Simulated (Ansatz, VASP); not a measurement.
# TiO2 in VASP and in Ansatz

File INCAR:

```
PREC = Accurate
ENCUT = 520
EDIFF = 1E-6
ISMEAR = -1
SIGMA = 0.05
LREAL = F
LASPH = T
NELM = 100
ALGO = Normal
ISIF = 2
LWAVE = F
LCHARG = F
GGA = VW
NBANDS = 60
```

Contents of KPOINTS:

```
Automatic mesh
0
Gamma
  8 8 4
```

The input POSCAR:

```
TiO2
1.0
    6.2345546003     -1.9082538226      0.0000000000
    6.2345546003      1.9082538226      0.0000000000
   -1.9537017297      0.0000000000      6.4122523021
Ti O
4 8
Direct
    0.9000710000      0.9000710000      0.2896020000
    0.1952860000      0.1952860000      0.2837620000
    0.0999290000      0.0999290000      0.7103980000
    0.8047140000      0.8047140000      0.7162380000
    0.3619310000      0.3619310000      0.2933970000
    0.2634885000      0.2634885000      0.6525000000
    0.8671885000      0.8671885000      0.9952910000
    0.7365115000      0.7365115000      0.3475000000
    0.9416475000      0.9416475000      0.6300210000
    0.1328115000      0.1328115000      0.0047090000
    0.6380690000      0.6380690000      0.7066030000
    0.0583525000      0.0583525000      0.3699790000
```

The input input.yaml:

```yaml
crystal:
  lattice:
    - [6.2345546003, -1.9082538226, 0.0]
    - [6.2345546003, 1.9082538226, 0.0]
    - [-1.9537017297, 0.0, 6.4122523021]
  atoms:
    - { symbol: Ti, position: [0.900071, 0.900071, 0.289602] }
    - { symbol: Ti, position: [0.195286, 0.195286, 0.283762] }
    - { symbol: Ti, position: [0.099929, 0.099929, 0.710398] }
    - { symbol: Ti, position: [0.804714, 0.804714, 0.716238] }
    - { symbol: O, position: [0.361931, 0.361931, 0.293397] }
    - { symbol: O, position: [0.2634885, 0.2634885, 0.6525] }
    - { symbol: O, position: [0.8671885, 0.8671885, 0.995291] }
    - { symbol: O, position: [0.7365115, 0.7365115, 0.3475] }
    - { symbol: O, position: [0.9416475, 0.9416475, 0.630021] }
    - { symbol: O, position: [0.1328115, 0.1328115, 0.004709] }
    - { symbol: O, position: [0.638069, 0.638069, 0.706603] }
    - { symbol: O, position: [0.0583525, 0.0583525, 0.369979] }
hamiltonian:
  xc: { exchange: slater, correlation: vwn5 }
  pseudopotentials: { kind: paw }
kpoints:
  mp_grid: { grid: [8, 8, 4] }
scf:
  occupations: { method: fermi_dirac, width: 0.05 }
output:
  forces: true
  stress: true
  eigenvalues: true
```

Alike in both runs: task single point; functional SVWN5; k mesh 8 × 8 × 4; occupations fermi-dirac, width 0.05 eV; no spin polarisation.

|  | VASP | Ansatz |
| --- | --- | --- |
| version | VASP 6.6.1 | Ansatz 0.2.0 |
| potentials or method | VASP PAW PBE potentials, release 64 (Ti_sv, O) | Ansatz PAW |
| plane-wave cutoff (eV) | 520 | 420 |
| valence electrons in the cell | 96 | 96 |

Ansatz gave:

```
gap on the k mesh at the Fermi level (eV)                     : 2.53
least direct gap on the mesh (eV)                             : 2.70
pressure (GPa)                                                : -18.1
traceless stress, the component that is largest in VASP (GPa) : -0.67
rms of the force components (eV/Å)                            : 0.188
```

Problem. Estimate VASP's values.

Solution. gap on the k mesh at the Fermi level (eV): 2.51; least direct gap on the mesh (eV): 2.68; pressure (GPa): -17.4; traceless stress, the component that is largest in VASP (GPa): -0.49; rms of the force components (eV/Å): 0.161.

VASP's potentials were made for PBE, not for SVWN5. Atom by atom the forces differ by 0.037 eV/Å (rms over components). The functional is the same, so the differences come from potentials, cutoffs and numerics.
